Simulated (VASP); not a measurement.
CuPd2F, 4 atoms in the cell. Symmetry: P6/mmm, No. 191, hexagonal system. Conventional cell: a = 3.313 Å, b = 3.313 Å, c = 3.734 Å, α = 90.00°, β = 90.00°, γ = 120.00°. Within 2.5 Å of Cu (site symmetry 6/mmm) lie 2 F at 1.87 Å. Within 2.5 Å of Pd (site symmetry -6m2) lie 3 Pd at 1.91 Å and 3 F at 1.91 Å. F (site symmetry 6/mmm) has 2 Cu at 1.87 Å and 6 Pd at 1.91 Å within 2.5 Å. 

| Property | Result |
| --- | --- |
| Program | VASP 6.6.1 |
| Task | single point |
| Functional | PBE |
| Potentials or basis | VASP PAW PBE potentials, release 64 (Cu, Pd, F) |
| Cutoff | 520 eV |
| k mesh | 6 × 6 × 6 |
| Occupations | gaussian, width 0.1 eV |
| Spin | collinear spin, ferromagnetic start |
| Starting moments | [1.0, 0.0, 0.0, 0.0] μB |
| Dipole correction | no |
| Further INCAR settings | ALGO = Normal; EDIFF = 1e-06; NBANDS = 31 |

Potentials or basis: VASP PAW PBE potentials, release 64 (Cu, Pd, F).

Launch:

```bash
$ cat potpaw_PBE.64/Cu/POTCAR potpaw_PBE.64/Pd/POTCAR potpaw_PBE.64/F/POTCAR > POTCAR
$ mpirun -np 1 vasp_std > vasp.out
```

Hardware: 1 thread of Intel Xeon 6975P-C (shared host).

Estimate the wall time of this run.

It took 3 min on 1 thread of Intel Xeon 6975P-C, with other jobs on the host, peak memory 0.17 GiB. Counts: scf iterations 15, k points 28.
